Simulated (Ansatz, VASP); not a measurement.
## Two plane-wave programs on Ta

```
CELL_PARAMETERS angstrom
5.33914 0.00000 0.00000
0.00000 5.33914 0.00000
0.00000 0.00000 5.33914
ATOMIC_POSITIONS crystal
Ta 0.00000 0.00000 0.00000
Ta 0.50000 0.50000 0.50000
Ta 0.25000 0.00000 0.50000
Ta 0.75000 0.00000 0.50000
Ta 0.50000 0.25000 0.00000
Ta 0.50000 0.75000 0.00000
Ta 0.00000 0.50000 0.25000
Ta 0.00000 0.50000 0.75000
```

Alike in both runs: functional RPBE; k mesh 5 × 5 × 5; occupations fermi-dirac, width 0.1 eV; no spin polarisation.

Ansatz relaxed the structure, and its values are those at the end. VASP's run is a single point on that final structure, the one shown.

|  | VASP | Ansatz |
| --- | --- | --- |
| version | VASP 6.6.1 | Ansatz 0.2.0 |
| potentials or method | VASP PAW PBE potentials, release 64 (Ta_pv), cutoff 520 eV | plane waves (420 eV) with PAW, scalar-relativistic |
| valence electrons in the cell | 88 | 104 |

Ansatz gave:

* pressure (GPa): 0.0

Q: Estimate VASP's values.

A: Pressure (GPa): 0.1.

VASP's potentials were made for PBE, not for RPBE. The functional is the same, so the differences come from potentials, cutoffs and numerics. VASP's potentials hold 88 valence electrons a cell and Ansatz's 104, so a difference there can come from the potentials and not from the codes.

Spin-orbit coupling is off throughout.
